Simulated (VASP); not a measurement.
Wanted: the native input for a VASP 6.6.1 run.

| Property | Result |
| --- | --- |
| Task | single point |
| Functional | PBE |
| Dispersion | D3(BJ) |
| Potentials or basis | VASP PAW PBE potentials, release 64 (C_h, F_h, Cl, H_h) |
| Cutoff | 910 eV |
| k mesh | 1 × 1 × 1 |
| Occupations | fermi-dirac, width 0.02 eV |
| Spin | no spin polarisation |
| Dipole correction | no |
| Second run | hard_potentials |
| Further INCAR settings | LREAL = Auto; ALGO = Normal; EDIFF = 1e-06; NBANDS = 76 |

The structure of HCClF4 lies in POSCAR:

```
HCClF4
1.0
    7.2646950000      0.0000000000      0.0000000000
    0.0000000000      7.2646950000      0.0000000000
    0.0000000000      0.0000000000      7.2646950000
C F Cl H
3 12 3 3
Direct
    0.5339259346      0.5637526155      0.6980733577
    0.8690313752      0.0457119128      0.3411062227
    0.0757516203      0.5688917318      0.2079002334
    0.6853478245      0.6637133325      0.7250474323
    0.4913479975      0.4734878569      0.8529701903
    0.3945949175      0.6730287002      0.6504347403
    0.5643120534      0.4404496076      0.5644515682
    1.0373386635      0.1236107262      0.3603229337
    0.8598724438     -0.0294585210      0.1742965781
    0.8488263244     -0.0809868093      0.4726450245
    0.7392582518      0.1736129204      0.3590290597
    0.1474796633      0.7024488773      0.3109159970
   -0.0683842051      0.4962803507      0.2939543826
    0.0254114237      0.6355018249      0.0447933034
    0.2028350510      0.4360815755      0.1818802252
    0.3679563384      0.0474160289      0.9733911954
    0.0504834634      0.3466455204      0.7424965080
    0.5718798717      0.7092458899      0.2060247275
    0.2737566729      0.1807427662      0.8998588952
    0.0760758834      0.2340957209      0.6071016159
    0.4777583308      0.5582006716      0.2038071088
```

The input as run:

INCAR

```
SYSTEM = HCClF4
ALGO = Normal
EDIFF = 1E-6
ENCUT = 910
GGA = PE
GGA_COMPAT = .False.
ISIF = 2
ISMEAR = -1
IVDW = 12
LASPH = .True.
LCHARG = .True.
LELF = .True.
LREAL = Auto
LVHAR = .True.
LWAVE = .False.
NBANDS = 76
NELM = 120
PREC = Accurate
SIGMA = 0.02
```

KPOINTS

```
k-points
0
Gamma
  1 1 1
  0 0 0
```

Potentials or basis: VASP PAW PBE potentials, release 64 (C_h, F_h, Cl, H_h).

Run with:

```sh
$ cat potpaw_PBE.64/C_h/POTCAR potpaw_PBE.64/F_h/POTCAR potpaw_PBE.64/Cl/POTCAR potpaw_PBE.64/H_h/POTCAR > POTCAR
$ mpirun -np 1 vasp_gam > vasp.out
```

Results of the run:

```yaml
Pressure: 0.5 GPa
Largest_force: 0.348 eV/Å
Band_gap_on_the_k_mesh: 5.97 eV
Dispersion_energy_per_atom: -0.042 eV
```

Caveat: the k points lie up to 0.86 Å⁻¹ apart; the cutoff is under 1.25 times the usual one of these potentials, so pressure, stress and relaxed cells hold a basis-set (Pulay) error.

It took 62 s on 1 thread of Intel(R) Xeon(R) 6975P-C (Granite Rapids) (shared host), peak memory 0.7 GiB.
